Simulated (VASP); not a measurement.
Write the native input for VASP 6.6.1 that does the following.

* Task: single point
* Functional: PBE
* Potentials or basis: VASP PAW PBE potentials, release 64 (Re)
* Cutoff: 520 eV
* k mesh: 14 × 14 × 8
* Occupations: fermi-dirac, width 0.08 eV
* Spin: no spin polarisation
* Dipole correction: no
* Further INCAR settings: ALGO = Normal; EDIFF = 1e-06; NBANDS = 14

The structure of Re lies in POSCAR:

```
Re
1.0
    2.8202692608      0.0000000000      0.0000000000
   -1.4101346304      2.4424248254      0.0000000000
    0.0000000000      0.0000000000      4.5594315230
Re
2
Direct
    0.3333333333      0.6666666667      0.2500000000
    0.6666666667      0.3333333333      0.7500000000
```

One way to write it, as run:

INCAR

```
SYSTEM = Re
  PREC = Accurate
  ENCUT = 520
  EDIFF = 1E-6
  ISMEAR = -1
  SIGMA = 0.08
  LREAL = .FALSE.
  LASPH = .TRUE.
  NELM = 100
  ALGO = Normal
  ISIF = 2
  LWAVE = .FALSE.
  LCHARG = .TRUE.
  GGA = PE
  LELF = .TRUE.
  LVHAR = .TRUE.
  NBANDS = 14
```

KPOINTS

```
regular mesh
0
G
  14 14 8
  0 0 0
```

Potentials or basis: VASP PAW PBE potentials, release 64 (Re).

Command:

```bash
$ cat potpaw_PBE.64/Re/POTCAR > POTCAR
$ mpirun -np 1 vasp_std > vasp.out
```

Results of the run:

```yaml
Pressure: -16.7 GPa
Band_gap_on_the_k_mesh: zero (bands 7 and 8 overlap by 2.97 eV)
```

Caveat: the cell stands under tension; spin-orbit coupling is left out, which moves the levels of the heavy elements.

Wall time 20 s on 1 thread of Intel(R) Xeon(R) 6975P-C (Granite Rapids), on a shared host, peak memory 0.18 GiB.
